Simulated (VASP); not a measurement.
# Ru (P6_3/mmc) in VASP: a series of runs, part 2 of 3

VASP 6.6.1. Earlier steps stand in the parts before.

## Step 3: Single point, PBE

The input, INCAR:

```
ALGO = Normal
EDIFF = 1E-6
ENCUT = 500
GGA = PE
GGA_COMPAT = F
ISIF = 2
ISMEAR = -1
LASPH = T
LCHARG = F
LREAL = F
LWAVE = F
NBANDS = 21
NELM = 120
PREC = Accurate
SIGMA = 0.05
```

The input, KPOINTS:

```
k-points
0
Gamma
  17 17 10
```

The input, POSCAR:

```
Ru
1.0
    2.7208936985      0.0000000000      0.0000000000
   -1.3604468492      2.3563630639      0.0000000000
    0.0000000000      0.0000000000      4.2946138832
Ru
2
Direct
    0.3333333333      0.6666666667      0.2500000000
    0.6666666667      0.3333333333      0.7500000000
```

Potentials or basis: VASP PAW PBE potentials, release 64 (Ru_pv).

Run with:

```bash
$ cat potpaw_PBE.64/Ru_pv/POTCAR > POTCAR
$ mpirun -np 1 vasp_std > vasp.out
```

OUTCAR:

```text
EDIFF = 1E-6
   ENCUT = 500
   GGA = PE
   ISIF = 2
   ISMEAR = -1
   LASPH = T
   LREAL = F
   NELM = 120
   PREC = Accurate

 ion  position               nearest neighbor table
   1  0.333  0.667  0.250-   2 2.66   2 2.66   2 2.66   2 2.66   2 2.66   2 2.66
   2  0.667  0.333  0.750-   1 2.66   1 2.66   1 2.66   1 2.66   1 2.66   1 2.66

  LATTYP: Found a hexagonal cell.
 ALAT       =     2.7208936985
 C/A-ratio  =     1.5783835604

  Lattice vectors:

 A1 = (   2.7208936985,   0.0000000000,   0.0000000000)
 A2 = (  -1.3604468492,   2.3563630639,   0.0000000000)
 A3 = (   0.0000000000,   0.0000000000,   4.2946138832)

Analysis of symmetry for initial positions (statically):
=====================================================================
 Subroutine PRICEL returns:
 Original cell was already a primitive cell.

 Routine SETGRP: Setting up the symmetry group for a
 hexagonal supercell.

 Subroutine GETGRP returns: Found 24 space group operations
 (whereof 12 operations were pure point group operations)
 out of a pool of 24 trial point group operations.

The static configuration has the point symmetry D_3d.
 The point group associated with its full space group is D_6h.

Analysis of symmetry for dynamics (positions and initial velocities):
=====================================================================
 Subroutine PRICEL returns:
 Original cell was already a primitive cell.

 Routine SETGRP: Setting up the symmetry group for a
 hexagonal supercell.

 Subroutine GETGRP returns: Found 24 space group operations
 (whereof 12 operations were pure point group operations)
 out of a pool of 24 trial point group operations.

The dynamic configuration has the point symmetry D_3d.
 The point group associated with its full space group is D_6h.

 Subroutine INISYM returns: Found 24 space group operations
 (whereof 12 operations are pure point group operations),
 and found     1 'primitive' translations
[... 103 lines left out ...]
   POTIM  = 0.5000    time-step for ionic-motion
   TEBEG  =    0.0;   TEEND  =   0.0 temperature during run
   PSTRESS=    0.0 pullay stress
   NELECT =      28.0000    total number of electrons
   NUPDOWN=      -1.0000    fix difference up-down
   EMIN   =  10.00;   EMAX   =-10.00  energy-range for DOS
   EFERMI =   0.00;   METHOD = LEGACY
   ISMEAR =    -1;   SIGMA  =   0.05  broadening in eV -4-tet -1-fermi 0-gaus
   EFERMI_NEDOS =   21; number of points for ismear=-14 and -15
   IALGO  =     38    algorithm
   IMIX   =      4    mixing-type and parameters
     AMIX     =   0.40;   BMIX     =  1.00
     AMIX_MAG =   1.60;   BMIX_MAG =  1.00
  volume/ion in A,a.u.               =      13.77        92.91
  Fermi-wavevector in a.u.,A,eV,Ry     =   1.646272  3.111003 36.874657  2.710211
  Thomas-Fermi vector in A             =   2.735928
   LORBIT       =      0    0 simple, 1 ext, 2 COOP (PROOUT), +10 PAW based schemes
   GGA     = PE    functional components
   LHFCALC =     F    Hartree Fock is set to
   AEXX    =    0.0000 exact exchange contribution
   IVDW    =     0    specifies the selected vdW correction
   LEPSILON=     F    determine dielectric tensor
   LRPA    =     F    only Hartree local field effects (RPA)
 non-spin polarized calculation
  energy-cutoff  :      500.00
  volume of cell :       27.53
 maximum number of plane-waves:       718
 NGX is ok and might be reduce to    20
   NGX =  9   NGY =  9   NGZ = 15

 number of electron      28.0000013 magnetization

 Free energy of the ion-electron system (eV)
  ---------------------------------------------------
  ext. energy  EPLUGINS =         0.00000000
  ---------------------------------------------------
  free energy    TOTEN  =       -18.47071168 eV

  energy without entropy =      -18.45327210  energy(sigma->0) =      -18.46199189

 E-fermi :  12.6036     XC(G=0): -14.0342

 val. band max:       12.6016253167   @ k =   0.1176   0.0588   0.4000
 cond. band min:      12.6050545994   @ k =   0.2353   0.0588   0.3000
 fundamental gap:      0.0034292826
 Fermi energy:        12.6036015497

 k-point     1 :       0.0000    0.0000    0.0000
  band No.  band energies     occupation
      1     -31.0143      2.00000
      2     -30.1270      2.00000
      3     -30.1270      2.00000
      4     -29.9620      2.00000
      5     -29.9620      2.00000
      6     -29.9165      2.00000
[... 565 lines left out ...]
     20      23.0149      0.00000
     21      23.0202      0.00000

 [... further k-points ...]
[... 5 lines left out ...]
  --------------------------------------------------------------------------------------
  -------------------------------------------------------------------------------------
  Total       -0.0031876     -0.0031876      0.0020687     -0.0000000     -0.0000000      0.0000000
  in kB       -0.1854780     -0.1854780      0.1203705     -0.0000000     -0.0000000      0.0000000
  external PRESSURE =      -0.0835285 kB  Pullay stress =       0.0000000 kB

 VOLUME and BASIS-vectors are now :
 -----------------------------------------------------------------------------
  energy-cutoff  :      500.00
  volume of cell :       27.53
      direct lattice vectors                 reciprocal lattice vectors
     2.720893698  0.000000000  0.000000000     0.367526302  0.212191410  0.000000000
    -1.360446849  2.356363064  0.000000000     0.000000000  0.424382819  0.000000000
     0.000000000  0.000000000  4.294613883     0.000000000  0.000000000  0.232849804

 POSITION                                       TOTAL-FORCE (eV/Angst)
 -----------------------------------------------------------------------------------
     -0.00000      1.57091      1.07365        -0.000000     -0.000000      0.000000
      1.36045      0.78545      3.22096         0.000000      0.000000      0.000000
 -----------------------------------------------------------------------------------
    total drift:                               -0.000000      0.000000     -0.000000

  FREE ENERGIE OF THE ION-ELECTRON SYSTEM (eV)
  ---------------------------------------------------
  free  energy   TOTEN  =       -18.4707116781 eV

  energy  without entropy=      -18.4532721028  energy(sigma->0) =      -18.46199189
```

OSZICAR:

```text
N       E                     dE             d eps       ncg     rms          rms(c)
DAV:   1     0.280287729662E+03    0.28029E+03   -0.17198E+04  8316   0.144E+03
DAV:   2    -0.140989945623E+02   -0.29439E+03   -0.28544E+03  8521   0.437E+02
DAV:   3    -0.197893951787E+02   -0.56904E+01   -0.56553E+01  9781   0.681E+01
DAV:   4    -0.198322944439E+02   -0.42899E-01   -0.42848E-01 10423   0.565E+00
DAV:   5    -0.198328401562E+02   -0.54571E-03   -0.54167E-03  9517   0.564E-01    0.172E+01
DAV:   6    -0.185532619356E+02    0.12796E+01   -0.29507E+00  9501   0.167E+01    0.446E+00
DAV:   7    -0.184780429730E+02    0.75219E-01   -0.37484E-01  9496   0.461E+00    0.102E+00
DAV:   8    -0.184710258514E+02    0.70171E-02   -0.17130E-02  9197   0.101E+00    0.294E-01
DAV:   9    -0.184707041735E+02    0.32168E-03   -0.83746E-04  9407   0.306E-01    0.330E-02
DAV:  10    -0.184707151241E+02   -0.10951E-04   -0.53323E-05  9451   0.758E-02    0.186E-02
DAV:  11    -0.184707117732E+02    0.33508E-05   -0.10367E-05  9361   0.305E-02    0.153E-03
DAV:  12    -0.184707116781E+02    0.95170E-07   -0.69193E-08  5503   0.285E-03
   1 F= -.18470712E+02 E0= -.18461992E+02  d E =-.174396E-01
```

stdout:

```text
POSCAR found type information on POSCAR Ru
 POSCAR found :  1 types and       2 ions
 scaLAPACK will be used
 LDA part: xc-table for (Slater+PW92), standard interpolation
 POSCAR, INCAR and KPOINTS ok, starting setup
 FFT: planning ... GRIDC
 FFT: planning ... GRID_SOFT
 FFT: planning ... GRID
 WAVECAR not read
 entering main loop
```

It took 39 s on 1 thread of Intel Xeon 6975P-C (Granite Rapids), shared host; peak memory 0.19 GiB.

What came out:

```yaml
Free_energy: -18.4707 eV
Pressure: 0.0 GPa
Band_gap_on_the_k_mesh: zero (band 14 reaches 13.99 eV, above the bottom of band 15 at 11.01 eV)
```

Levels at points of the mesh, in eV from the Fermi level:
| k point | band 11 | band 12 | band 13 | band 14 | band 15 | band 16 | band 17 | band 18 |
| --- | --- | --- | --- | --- | --- | --- | --- | --- |
| (0.00, 0.00, 0.00) | -2.36 | -1.89 | -1.89 | -1.40 | -1.40 | 1.14 | 1.14 | 1.29 |
| (0.00, 0.00, 0.50) | -2.73 | -2.73 | -2.67 | -2.67 | 0.51 | 0.51 | 0.51 | 0.51 |

(Continued in part 3 of 3.)
